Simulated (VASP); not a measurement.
Runs of VASP 6.6.1 on Te. The structure is that of space group P-3m1 (No. 164), or close to it. The cells are those of the table. 

```csv
task,cell,k mesh,cutoff (eV),gap on the mesh (eV),pressure (GPa),relaxed volume (Å³/atom),largest force (eV/Å)
relaxation of cell and atoms,"relaxed from a = 4.061, b = 4.061, c = 8.770 Å, angles 90.0, 90.0, 120.0°, 2 atoms",6 × 6 × 2,600,none,-,94.84,0.03
relaxation of cell and atoms,"relaxed from a = 4.914, b = 4.914, c = 6.530 Å, angles 90.0, 90.0, 120.0°, 2 atoms",6 × 6 × 4,600,none,0.0,68.65,0.01
relaxation of cell and atoms,"relaxed from a = 4.963, b = 4.963, c = 5.029 Å, angles 90.0, 90.0, 120.0°, 2 atoms",12 × 12 × 12,600,none,0.0,53.55,0.01
single point,"a = 4.061, b = 4.061, c = 8.770 Å, angles 90.0, 90.0, 120.0°, 2 atoms",6 × 6 × 2,520,none,-,-,1.72
single point,"a = 4.914, b = 4.914, c = 6.530 Å, angles 90.0, 90.0, 120.0°, 2 atoms",6 × 6 × 4,520,none,(b),-,(a)
```

Alike in all rows: level PBE; potentials or basis VASP PAW PBE potentials, release 64 (Te); no spin polarisation; smearing gaussian 0.1 eV.

Fill in the values left out.

(a) 0.02; (b) 0.1.

Caveats: spin-orbit coupling is left out, which moves the levels of the heavy elements; the volume moved by over 15 % at a fixed basis, so the end points are rough (some runs); this functional lacks dispersion, which binds the layers, so the pressure and a relaxed spacing across them are unreliable (some runs).

A k mesh can miss the band edges, and the runs leave out spin-orbit coupling on Te.

A gap of «none» marks levels without a gap at the run's occupations.
